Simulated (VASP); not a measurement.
# FeGe (P6/mmm) in VASP: settings compared

The runs below take FeGe through single point, with r2SCAN, PBEsol.

Program: VASP 6.6.1. These are calculated values, not measurements. Logs are shortened: lines on timing, memory, paths and dates and some standing lists are left out, and cuts for length are marked.

### 1 The cell of the first run

The structure is hexagonal, space group P6/mmm (No. 191). The conventional cell has a = 4.998 Å, b = 4.998 Å, c = 4.116 Å, α = 90.00°, β = 90.00°, γ = 120.00°. Within 3.3 Å of Ge (site symmetry -6m2) lie 6 Fe at 2.51 Å and 3 Ge at 2.89 Å. Ge (site symmetry 6/mmm) has 6 Fe at 2.50 Å within 3.3 Å. Within 3.3 Å of Fe (site symmetry mmm) lie 6 Ge at 2.50 to 2.51 Å and 4 Fe at 2.50 Å.

### 2 Single point, r2SCAN, collinear spin, ferromagnetic start

File POSCAR:

```
FeGe
1.0
    4.9976023358      0.0000000000      0.0000000000
   -2.4988011679      4.3280505808      0.0000000000
    0.0000000000      0.0000000000      4.1157613500
Ge Fe
3 3
Direct
    0.6666666667      0.3333333333      0.5000000000
    0.3333333333      0.6666666667      0.5000000000
    0.0000000000      0.0000000000      0.0000000000
    0.0000000000      0.5000000000      0.0000000000
    0.5000000000      0.5000000000      0.0000000000
    0.5000000000      0.0000000000      0.0000000000
```

File INCAR.step1:

```
SYSTEM = FeGe
PREC     = Accurate       ! precision mode
ENCUT    = 520            ! plane-wave cutoff, eV
ISMEAR   = -1             ! smearing method
SIGMA    = 0.05           ! smearing width, eV
LREAL    = .False.        ! projectors in reciprocal space
LASPH    = .True.         ! aspherical terms in the spheres
NELM     = 150            ! most SCF steps
ISPIN    = 2              ! spin polarisation
MAGMOM   = 0 0 0 3 3 3    ! initial moments
LMAXMIX  = 4              ! l up to which the mixer works
NBANDS   = 46             ! bands
GGA      = PE             ! functional
ALGO     = Normal         ! electronic algorithm
EDIFF    = 1E-4           ! SCF threshold, eV
LWAVE    = .True.         ! write WAVECAR
LCHARG   = .False.        ! write CHGCAR
```

File INCAR.step2:

```
SYSTEM = FeGe
PREC     = Accurate       ! precision mode
ENCUT    = 520            ! plane-wave cutoff, eV
EDIFF    = 1E-6           ! SCF threshold, eV
ISMEAR   = -1             ! smearing method
SIGMA    = 0.05           ! smearing width, eV
LREAL    = .False.        ! projectors in reciprocal space
LASPH    = .True.         ! aspherical terms in the spheres
NELM     = 150            ! most SCF steps
ALGO     = Normal         ! electronic algorithm
ISIF     = 2              ! what is computed and relaxed
LWAVE    = .False.        ! write WAVECAR
LCHARG   = .False.        ! write CHGCAR
ISPIN    = 2              ! spin polarisation
MAGMOM   = 0 0 0 3 3 3    ! initial moments
LORBIT   = 11             ! projections on sites
LMAXMIX  = 4              ! l up to which the mixer works
METAGGA  = R2SCAN         ! meta-GGA
LMIXTAU  = .True.       
NBANDS   = 46             ! bands
ISTART   = 1
```

File KPOINTS:

```
regular mesh
0
Gamma
  6 6 7
  0 0 0
```

Potentials or basis: VASP PAW PBE potentials, release 64 (Ge_d, Fe).

The run is started by

```
> cat potpaw_PBE.64/Ge_d/POTCAR potpaw_PBE.64/Fe/POTCAR > POTCAR
> cp INCAR.step1 INCAR
> mpirun -np 1 vasp_std > vasp.out
> cp INCAR.step2 INCAR
> mpirun -np 1 vasp_std > vasp.out
```

OUTCAR:

```text
SYSTEM = FeGe
   PREC = Accurate
   ENCUT = 520
   EDIFF = 1E-6
   ISMEAR = -1
   LREAL = .False.
   LASPH = .True.
   NELM = 150
   ISIF = 2
   ISPIN = 2
   LORBIT = 11
   METAGGA = R2SCAN
   ISTART = 1

 ion  position               nearest neighbor table
   1  0.667  0.333  0.500-   6 2.51   6 2.51   4 2.51   4 2.51   5 2.51   5 2.51   2 2.89   2 2.89
                             2 2.89
   2  0.333  0.667  0.500-   6 2.51   6 2.51   4 2.51   4 2.51   5 2.51   5 2.51   1 2.89   1 2.89
                             1 2.89
   3  0.000  0.000  0.000-   4 2.50   5 2.50   4 2.50   5 2.50   6 2.50   6 2.50
   4  0.000  0.500  0.000-   3 2.50   6 2.50   3 2.50   6 2.50   5 2.50   5 2.50   2 2.51   2 2.51
                             1 2.51   1 2.51
   5  0.500  0.500  0.000-   3 2.50   6 2.50   6 2.50   3 2.50   4 2.50   4 2.50   2 2.51   2 2.51
                             1 2.51   1 2.51
   6  0.500  0.000  0.000-   4 2.50   5 2.50   5 2.50   4 2.50   3 2.50   3 2.50   2 2.51   2 2.51
                             1 2.51   1 2.51

  LATTYP: Found a hexagonal cell.
 ALAT       =     4.9976023358
 C/A-ratio  =     0.8235471879

  Lattice vectors:

 A1 = (   4.9976023358,   0.0000000000,   0.0000000000)
 A2 = (  -2.4988011679,   4.3280505808,   0.0000000000)
 A3 = (   0.0000000000,   0.0000000000,   4.1157613500)

Analysis of symmetry for initial positions (statically):
=====================================================================
 Subroutine PRICEL returns:
 Original cell was already a primitive cell.

 Routine SETGRP: Setting up the symmetry group for a
 hexagonal supercell.

 Subroutine GETGRP returns: Found 24 space group operations
 (whereof 24 operations were pure point group operations)
 out of a pool of 24 trial point group operations.

The static configuration has the point symmetry D_6h.

Analysis of symmetry for dynamics (positions and initial velocities):
=====================================================================
 Subroutine PRICEL returns:
 Original cell was already a primitive cell.

 Routine SETGRP: Setting up the symmetry group for a
 hexagonal supercell.

 Subroutine GETGRP returns: Found 24 space group operations
 (whereof 24 operations were pure point group operations)
 out of a pool of 24 trial point group operations.

The dynamic configuration has the point symmetry D_6h.

Analysis of structural, dynamic, and magnetic symmetry:
=====================================================================
 Subroutine PRICEL returns:
 Original cell was already a primitive cell.

 Routine SETGRP: Setting up the symmetry group for a
 hexagonal supercell.

 Subroutine GETGRP returns: Found 24 space group operations
 (whereof 24 operations were pure point group operations)
 out of a pool of 24 trial point group operations.

The overall configuration has the point symmetry D_6h.

 Subroutine INISYM returns: Found 24 space group operations
 (whereof 24 operations are pure point group operations),
 and found     1 'primitive' translations

----------------------------------------------------------------------------------------

                                     Primitive cell

  volume of cell :      89.0234

  direct lattice vectors                    reciprocal lattice vectors
     4.997602336  0.000000000  0.000000000     0.200095953  0.115525452  0.000000000
    -2.498801168  4.328050581  0.000000000     0.000000000  0.231050904  0.000000000
     0.000000000  0.000000000  4.115761350     0.000000000  0.000000000  0.242968412

  length of vectors
     4.997602336  4.997602336  4.115761350     0.231050904  0.231050904  0.242968412

  position of ions in fractional coordinates (direct lattice)
     0.666666667  0.333333333  0.500000000
     0.333333333  0.666666667  0.500000000
     0.000000000  0.000000000  0.000000000
     0.000000000  0.500000000  0.000000000
     0.500000000  0.500000000  0.000000000
     0.500000000  0.000000000  0.000000000

  ion indices of the primitive-cell ions
   primitive index   ion index
                 1           1
                 2           2
                 3           3
                 4           4
                 5           5
                 6           6

----------------------------------------------------------------------------------------

 KPOINTS: regular mesh

Automatic generation of k-mesh.
 Grid dimensions read from file:
 generate k-points for:    6    6    7

 Generating k-lattice:

  Cartesian coordinates                     Fractional coordinates (reciprocal lattice)
     0.033349325  0.019254242  0.000000000     0.166666667  0.000000000  0.000000000
     0.000000000  0.038508484  0.000000000     0.000000000  0.166666667  0.000000000
     0.000000000  0.000000000  0.034709773     0.000000000  0.000000000  0.142857143

  Length of vectors
     0.038508484  0.038508484  0.034709773

  Shift w.r.t. Gamma in fractional coordinates (k-lattice)
     0.000000000  0.000000000  0.000000000

 Subroutine IBZKPT returns following result:
 ===========================================

 Found     28 irreducible k-points:

 Following reciprocal coordinates:
            Coordinates               Weight
  0.000000  0.000000  0.000000      1.000000
  0.166667  0.000000  0.000000      6.000000
  0.333333  0.000000  0.000000      6.000000
  0.500000  0.000000  0.000000      3.000000
  0.166667  0.166667  0.000000      6.000000
  0.333333  0.166667  0.000000     12.000000
[... 16 lines left out ...]
  0.166667  0.000000  0.428571     12.000000
  0.333333  0.000000  0.428571     12.000000
 [... further k-points ...]
   k-points           NKPTS =     28   k-points in BZ     NKDIM =     28   number of bands    NBANDS=     46
   number of dos      NEDOS =    301   number of ions     NIONS =      6
   total plane-waves  NPLWV =  51200
   dimension x,y,z NGX =    40 NGY =   40 NGZ =   32
   dimension x,y,z NGXF=    80 NGYF=   80 NGZF=   64
   ions per type =               3   3
   NGX,Y,Z   is equivalent  to a cutoff of  13.31, 13.31, 12.93 a.u.
   NGXF,Y,Z  is equivalent  to a cutoff of  26.61, 26.61, 25.85 a.u.
 SYSTEM =  FeGe
   PREC   = accura    normal or accurate (medium, high low for compatibility)
   ISTART =      1    job   : 0-new  1-cont  2-samecut
   ICHARG =      0    charge: 1-file 2-atom 10-const
   ISPIN  =      2    spin polarized calculation?
   LNONCOLLINEAR =      F non collinear calculations
   LSORBIT =      F    spin-orbit coupling
   LASPH  =      T    aspherical Exc in radial PAW
   ENCUT  =  520.0 eV  38.22 Ry    6.18 a.u.   9.29  9.29  7.65*2*pi/ulx,y,z
   NELM   =    150;   NELMIN=  2; NELMDL=  0     # of ELM steps
   EDIFF  = 0.1E-05   stopping-criterion for ELM
   LREAL  =      F    real-space projection
   EDIFFG = 0.1E-04   stopping-criterion for IOM
   NSW    =      0    number of steps for IOM
   IBRION =     -1    ionic relax: 0-MD 1-quasi-New 2-CG
   NFREE  =      0    steps in history (QN), initial steepest desc. (CG)
   ISIF   =      2    stress and relaxation
   ISYM   =      2    0-nonsym 1-usesym 2-fastsym
   POTIM  = 0.5000    time-step for ionic-motion
   TEBEG  =    0.0;   TEEND  =   0.0 temperature during run
   PSTRESS=    0.0 pullay stress
   NELECT =      66.0000    total number of electrons
   NUPDOWN=      -1.0000    fix difference up-down
   EMIN   =  10.00;   EMAX   =-10.00  energy-range for DOS
   EFERMI =   0.00;   METHOD = LEGACY
   ISMEAR =    -1;   SIGMA  =   0.05  broadening in eV -4-tet -1-fermi 0-gaus
   EFERMI_NEDOS =   21; number of points for ismear=-14 and -15
   IALGO  =     38    algorithm
   IMIX   =      4    mixing-type and parameters
     AMIX     =   0.40;   BMIX     =  1.00
     AMIX_MAG =   1.60;   BMIX_MAG =  1.00
  volume/ion in A,a.u.               =      14.84       100.13
  Fermi-wavevector in a.u.,A,eV,Ry     =   1.481681  2.799971 29.869943  2.195379
  Thomas-Fermi vector in A             =   2.595561
   LORBIT       =     11    0 simple, 1 ext, 2 COOP (PROOUT), +10 PAW based schemes
   METAGGA = R2SCAN    functional components
   LHFCALC =     F    Hartree Fock is set to
   AEXX    =    0.0000 exact exchange contribution
   IVDW    =     0    specifies the selected vdW correction
   LEPSILON=     F    determine dielectric tensor
   LRPA    =     F    only Hartree local field effects (RPA)
 spin polarized calculation
  energy-cutoff  :      520.00
  volume of cell :       89.02
 maximum number of plane-waves:      2427
 NGX is ok and might be reduce to    40
   NGX = 19   NGY = 19   NGZ = 15

 number of electron      65.9999994 magnetization       6.5890459

 Free energy of the ion-electron system (eV)
  ---------------------------------------------------
  ext. energy  EPLUGINS =         0.00000000
  ---------------------------------------------------
  free energy    TOTEN  =       -84.73455881 eV

  energy without entropy =      -84.70940714  energy(sigma->0) =      -84.72198297

 E-fermi :   6.7764     XC(G=0): -13.0167

 val. band max:        6.7716499652   @ k =   0.3333   0.3333   0.0000
 cond. band min:       6.7767333079   @ k =   0.3333   0.1667   0.2857
 fundamental gap:      0.0050833427
 Fermi energy:         6.7763728960

 spin component 1

 k-point     1 :       0.0000    0.0000    0.0000
  band No.  band energies     occupation
      1     -18.8722      1.00000
      2     -18.8456      1.00000
      3     -18.8456      1.00000
      4     -18.8043      1.00000
      5     -18.8043      1.00000
      6     -18.8004      1.00000
[... 37 lines left out ...]
     44      12.4089      0.00000
     45      13.7423      0.00000
[... 1063 lines left out ...]
      5     -18.8029      1.00000
      6     -18.7984      1.00000
[... 37 lines left out ...]
     44      14.5093      0.00000
     45      15.4196      0.00000

 [... further k-points ...]

 spin component 2

 k-point     1 :       0.0000    0.0000    0.0000
  band No.  band energies     occupation
      1     -18.8710      1.00000
      2     -18.8479      1.00000
      3     -18.8479      1.00000
      4     -18.8165      1.00000
      5     -18.8165      1.00000
      6     -18.8031      1.00000
[... 37 lines left out ...]
     44      13.9658      0.00000
     45      13.9659      0.00000
[... 1063 lines left out ...]
      5     -18.8139      1.00000
      6     -18.8062      1.00000
[... 37 lines left out ...]
     44      15.0821      0.00000
     45      15.9907      0.00000

 [... further k-points ...]

 [bands above 45 left out]

------------------------ aborting loop because EDIFF is reached ----------------------------------------

  FORCE on cell =-STRESS in cart. coord.  units (eV):
  Direction    XX          YY          ZZ          XY          YZ          ZX
  --------------------------------------------------------------------------------------
  -------------------------------------------------------------------------------------
  Total       -0.5857263     -0.5857263     -0.4880118      0.0000000      0.0000000      0.0000000
  in kB      -10.5414676    -10.5414676     -8.7828749      0.0000000      0.0000000      0.0000000
  external PRESSURE =      -9.9552701 kB  Pullay stress =       0.0000000 kB

 VOLUME and BASIS-vectors are now :
 -----------------------------------------------------------------------------
  energy-cutoff  :      520.00
  volume of cell :       89.02
      direct lattice vectors                 reciprocal lattice vectors
     4.997602336  0.000000000  0.000000000     0.200095953  0.115525452  0.000000000
    -2.498801168  4.328050581  0.000000000     0.000000000  0.231050904  0.000000000
     0.000000000  0.000000000  4.115761350     0.000000000  0.000000000  0.242968412

 POSITION                                       TOTAL-FORCE (eV/Angst)
 -----------------------------------------------------------------------------------
      2.49880      1.44268      2.05788         0.000000     -0.000000      0.000000
     -0.00000      2.88537      2.05788        -0.000000      0.000000     -0.000000
      0.00000      0.00000      0.00000         0.000000      0.000000     -0.000000
     -1.24940      2.16403      0.00000         0.000000      0.000000     -0.000000
      1.24940      2.16403      0.00000         0.000000      0.000000     -0.000000
      2.49880      0.00000      0.00000         0.000000      0.000000     -0.000000
 -----------------------------------------------------------------------------------
    total drift:                               -0.000000      0.000000     -0.000000

  FREE ENERGIE OF THE ION-ELECTRON SYSTEM (eV)
  ---------------------------------------------------
  free  energy   TOTEN  =       -84.7345588054 eV

  energy  without entropy=      -84.7094071408  energy(sigma->0) =      -84.72198297

 total charge

# of ion       s       p       d       tot
------------------------------------------
    1        1.110   1.202  10.069  12.381
    2        1.110   1.202  10.069  12.381
    3        1.141   1.175  10.044  12.360
    4        0.435   0.577   6.327   7.339
    5        0.435   0.577   6.327   7.339
    6        0.435   0.577   6.327   7.339
--------------------------------------------------
tot          4.666   5.312  49.163  59.141

 magnetization (x)

# of ion       s       p       d       tot
------------------------------------------
    1        0.003  -0.082  -0.005  -0.084
    2        0.003  -0.082  -0.005  -0.084
    3        0.012  -0.142  -0.000  -0.130
    4        0.009  -0.008   2.345   2.347
    5        0.009  -0.008   2.345   2.347
    6        0.009  -0.008   2.345   2.347
--------------------------------------------------
tot          0.045  -0.328   7.026   6.743
```

It took 11 min on 1 thread of AMD EPYC 9R45 (Zen 5), shared host; peak memory 0.34 GiB.

Results:

```yaml
Free_energy: -84.7346 eV
Pressure: -1.0 GPa
Net_moment: 6.59 μB per cell
Site_moments: Ge -0.08, -0.13 (each value once); Fe +2.35 μB
Valence_electrons_inside_the_program's_atomic_spheres: Ge 12.38, 12.36 (each value once); Fe 7.34
```

Levels at points of the mesh, in eV from the Fermi level:
Spin up:
```csv
k point,band 32,band 33,band 34,band 35,band 36,band 37,band 38,band 39,band 40,band 41
"(0.00, 0.00, 0.00)",-2.49,-2.43,-2.43,-1.07,-0.90,0.44,0.44,2.78,2.93,4.39
"(0.50, 0.00, 0.00)",-2.45,-2.39,-0.49,-0.14,0.63,0.92,1.28,2.56,3.27,3.65
```
Spin down:
| k point | band 27 | band 28 | band 29 | band 30 | band 31 | band 32 |
| --- | --- | --- | --- | --- | --- | --- |
| (0.00, 0.00, 0.00) | -2.21 | -0.99 | -0.99 | 1.05 | 1.09 | 1.09 |
| (0.50, 0.00, 0.00) | -1.77 | -1.49 | -0.32 | 0.23 | 0.25 | 0.84 |

Caveat: the PAW data sets were made with another functional, which shifts forces and pressure a little.

(Continued in part 2 of 3.)
